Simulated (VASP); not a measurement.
Crystal: AlGa3O6.

```
Al Ga O
1.0
     2.46432    1.42277    4.44176
    -2.46432    1.42277    4.44176
     0.00000   -2.84555    4.44176
Al Ga O
1 3 6
Cartesian
  0.0000 0.0000 11.3320
  0.0000 0.0000 8.5479
  0.0000 0.0000 4.7337
  0.0000 0.0000 1.9364
  0.7218 1.5616 5.5872
  1.7510 0.0714 7.7716
  -1.7133 -0.1557 5.5872
  0.9915 -1.4059 5.5872
  -0.9374 1.4807 7.7716
  -0.8136 -1.5521 7.7716
```

Base run:

| Property | Result |
| --- | --- |
| Program | VASP 6.6.1 |
| Functional | PBE |
| Potentials or basis | VASP PAW PBE potentials, release 64 (Al, Ga_d, O) |
| Cutoff | 520 eV |
| k mesh | 6 × 6 × 6 |
| Occupations | fermi-dirac, width 0.02 eV |
| Spin | no spin polarisation |

Its results: band gap on the k mesh 3.47 eV, indirect (least direct gap 3.65 eV); pressure 9.7 GPa; largest force 0.180 eV/Å.

Task: The run is repeated on the same cell with these changes: functional from PBE to r2SCAN; further incar settings from ALGO = Normal; EDIFF = 1e-06; NBANDS = 50 to ALGO = Normal; EDIFF = 1e-07; NBANDS = 50. What comes out?

Result: Band gap on the k mesh 4.20 eV, indirect (least direct gap 4.38 eV); pressure 1.4 GPa; largest force 0.106 eV/Å.

Caveats: the PAW data sets were made with another functional, which shifts forces and pressure a little (some runs).

A k mesh can miss the band edges.
